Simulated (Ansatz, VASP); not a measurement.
One calculation of CoO, two programs

INCAR

```
SYSTEM = CoO
PREC = Accurate ; ENCUT = 600
EDIFF = 1E-7 ; ISMEAR = 0
SIGMA = 0.1 ; LREAL = .FALSE.
LASPH = .TRUE. ; NELM = 150
ALGO = Normal ; ISIF = 3
LWAVE = .FALSE. ; LCHARG = .FALSE.
ISPIN = 2 ; MAGMOM = 2.75 0.25
LORBIT = 11 ; LMAXMIX = 4
LDAU = .TRUE. ; LDAUTYPE = 2
LDAUL = 2 -1 ; LDAUU = 3.32 0
LDAUJ = 0 0 ; LDAUPRINT = 1
GGA = PE ; IBRION = 2
NSW = 100 ; EDIFFG = -0.005
```

Contents of KPOINTS:

```
regular mesh
0
G
  16 16 16
  0 0 0
```

Contents of POSCAR:

```
CoO
1.0
    0.0000000000      2.1315000000      2.1315000000
    2.1315000000      0.0000000000      2.1315000000
    2.1315000000      2.1315000000      0.0000000000
Co O
1 1
Direct
    0.0000000000      0.0000000000      0.0000000000
    0.5000000000      0.5000000000      0.5000000000
```

Input for Ansatz:

```yaml
crystal:
  lattice:
    - [0.0, 2.1315, 2.1315]
    - [2.1315, 0.0, 2.1315]
    - [2.1315, 2.1315, 0.0]
  atoms:
    - { symbol: Co, position: [0.0, 0.0, 0.0], spin: 2.75 }
    - { symbol: O, position: [0.5, 0.5, 0.5], spin: 0.25 }
basis:
  ecutwfc: 420
kpoints:
  mp_grid: { grid: [16, 16, 16] }
hamiltonian:
  xc: pbe
  hubbard: { sites: [{ species: Co, l: d, u_eff: 3.32 }] }
scf:
  occupations: { method: gaussian, width: 0.1 }
output:
  forces: true
  stress: true
  eigenvalues: true
  populations: true
magnetization:
  spin_polarized: true
relax:
  adjacent_minimum: "off"
  f_tol: 0.005
  max_steps: 80
  cell: { stress_tol: 0.05 }
```

Alike in both runs: task relaxation of cell and atoms; functional PBE; k mesh 16 × 16 × 16; occupations gaussian, width 0.1 eV; collinear spin; Hubbard terms Co d U = 3.32 eV.

|  | VASP | Ansatz |
| --- | --- | --- |
| version | VASP 6.6.1 | Ansatz 0.2.0 |
| potentials or method | VASP PAW PBE potentials, release 64 (Co, O), cutoff 600 eV | scalar-relativistic, plane waves, PAW |
| valence electrons in the cell | 15 | 23 |

```csv
,VASP,Ansatz,Ansatz less VASP
"gap on the k mesh at the Fermi level, each at its own relaxed structure (eV)",none,none,-
net moment per atom (μB),1.50,1.46,-0.044
size of the moment on the site where the two differ most (μB),2.73,2.54,-0.191
relaxed volume (Å³/atom),9.56,9.74,+0.174
relaxed cell length with the largest relative difference (Å),3.002,3.020,+0.0181
```

Site moments also hang on the region over which each program counts them. The programs project onto different local orbitals, so the same U acts differently, and such runs can settle in different states. A gap of «none» marks a metal or a gap that the smearing closes. VASP's potentials hold 15 valence electrons a cell and Ansatz's 23, so a difference there can come from the potentials and not from the codes. Ansatz's warnings: filled band counts differ across k points.
